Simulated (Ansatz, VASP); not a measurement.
One calculation of CuO, two programs

Contents of INCAR:

```
SYSTEM = CuO
PREC     = Accurate       ! precision mode
ENCUT    = 520            ! plane-wave cutoff, eV
EDIFF    = 1E-6           ! SCF threshold, eV
ISMEAR   = -1             ! smearing method
SIGMA    = 0.08           ! smearing width, eV
LREAL    = .False.        ! projectors in reciprocal space
LASPH    = .True.         ! aspherical terms in the spheres
NELM     = 100            ! most SCF steps
ALGO     = Normal         ! electronic algorithm
ISIF     = 2              ! what is computed and relaxed
LWAVE    = .False.        ! write WAVECAR
LCHARG   = .False.        ! write CHGCAR
GGA      = PE             ! functional
NBANDS   = 16             ! bands
```

The input KPOINTS:

```
regular mesh
0
Gamma
  16 16 16
  0 0 0
```

POSCAR

```
CuO
1.0
    0.0000000000      2.1046977354      2.1046977354
    2.1046977354      0.0000000000      2.1046977354
    2.1046977354      2.1046977354      0.0000000000
Cu O
1 1
Direct
    0.0000000000      0.0000000000      0.0000000000
    0.5000000000      0.5000000000      0.5000000000
```

Input for Ansatz:

```yaml
crystal:
  lattice:
    - [0.0, 2.1046977354, 2.1046977354]
    - [2.1046977354, 0.0, 2.1046977354]
    - [2.1046977354, 2.1046977354, 0.0]
  atoms:
    - { symbol: Cu, position: [0.0, 0.0, 0.0] }
    - { symbol: O, position: [0.5, 0.5, 0.5] }
kpoints:
  mp_grid: { grid: [16, 16, 16] }
scf:
  occupations: { method: fermi_dirac, width: 0.08 }
hamiltonian:
  xc: pbe
  pseudopotentials: { kind: all_electron, lapw: { basis_error: 0.0005 } }
output:
  forces: true
  stress: true
  eigenvalues: true
```

Change from the starting cell: volume scaled by 0.975.

Alike in both runs: task single point; functional PBE; k mesh 16 × 16 × 16; occupations fermi-dirac, width 0.08 eV; no spin polarisation.

```csv
,VASP,Ansatz
version,VASP 6.6.1,Ansatz 0.2.0
potentials or method,"VASP PAW PBE potentials, release 64 (Cu, O), cutoff 520 eV","all-electron LAPW, scalar-relativistic"
```

|  | VASP | Ansatz | Ansatz less VASP |
| --- | --- | --- | --- |
| pressure (GPa) | 5.0 | 4.7 | -0.36 |

Ansatz ran all-electron here, and VASP with PAW potentials.
